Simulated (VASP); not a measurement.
## HfPb4O: relaxation of cell and atoms with PBE

HfPb4O:

```
CELL_PARAMETERS angstrom
0.00000 4.36103 4.36103
4.36103 0.00000 4.36103
4.36103 4.36103 0.00000
ATOMIC_POSITIONS crystal
Hf 0.00000 0.00000 0.00000
Pb 0.62497 0.62497 0.12509
Pb 0.62497 0.12509 0.62497
Pb 0.12509 0.62497 0.62497
Pb 0.62497 0.62497 0.62497
O 0.25000 0.25000 0.25000
```

The cell was built from a structure type or drawn by symmetry, and may not be a known phase.

- Program: VASP 6.6.1
- Task: relaxation of cell and atoms
- Functional: PBE
- Potentials or basis: VASP PAW PBE potentials, release 64 (Hf_pv, Pb_d, O)
- Cutoff: 600 eV
- k mesh: 8 × 8 × 8
- Occupations: gaussian, width 0.1 eV
- Spin: no spin polarisation
- Dipole correction: no
- Further INCAR settings: ALGO = Normal; EDIFF = 1e-06; IBRION = 2; EDIFFG = -0.01; NSW = 100; ISIF = 3

```
Relaxed volume                        : 27.81 Å³/atom
Relaxed cell                          : a = 6.180 Å, b = 6.180 Å, c = 6.180 Å, α = 60.00°, β = 60.00°, γ = 60.00°
Space group after relaxing (to 0.1 Å) : F-43m (No. 216)
Energy gained by relaxing             : 0.2 meV/atom
Ionic steps                           : 2
Pressure after relaxing               : 0.0 GPa
Largest force after relaxing          : 0.008 eV/Å
Band gap on the k mesh                : zero (bands 36 and 37 overlap by 1.09 eV)
```

Forces in eV/Å, atoms in the order of the input:
```
Hf   0.000  0.000  0.000
Pb   0.005  0.005 -0.005
Pb   0.005 -0.005  0.005
Pb  -0.005  0.005  0.005
Pb  -0.005 -0.005 -0.005
O    0.000  0.000  0.000
```

The path:
```
step  energy change (eV)  largest force (eV/Å)  pressure (GPa)  volume (Å³)
   1              0.0000                0.0648            0.24       165.88
   2             -0.0009                0.0083           -0.04       166.87
```

Final structure:
```
Hf Pb O
1.0
     0.00000    4.36964    4.36964
     4.36964    0.00000    4.36964
     4.36964    4.36964    0.00000
Hf Pb O
1 4 1
Cartesian
  4.3696 4.3696 8.7393
  3.2757 3.2757 5.4636
  3.2757 5.4636 3.2757
  5.4636 3.2757 3.2757
  5.4636 5.4636 5.4636
  2.1848 2.1848 2.1848
```

Levels at points of the mesh, in eV from the Fermi level:
| k point | band 33 | band 34 | band 35 | band 36 | band 37 | band 38 | band 39 | band 40 |
| --- | --- | --- | --- | --- | --- | --- | --- | --- |
| (0.00, 0.00, 0.00) | -1.72 | -1.72 | -0.73 | -0.73 | -0.73 | -0.40 | 1.58 | 1.58 |
| (0.50, 0.00, 0.00) | -0.97 | -0.95 | -0.40 | 0.35 | 0.35 | 0.62 | 0.62 | 0.84 |
| (0.50, 0.50, 0.00) | -0.65 | -0.53 | -0.05 | -0.05 | 0.06 | 0.86 | 1.47 | 1.61 |

It took 7.7 min on 1 thread of Intel(R) Xeon(R) 6975P-C (Granite Rapids) (shared host), peak memory 0.51 GiB.

Caveat: spin-orbit coupling is left out, which moves the levels of the heavy elements.
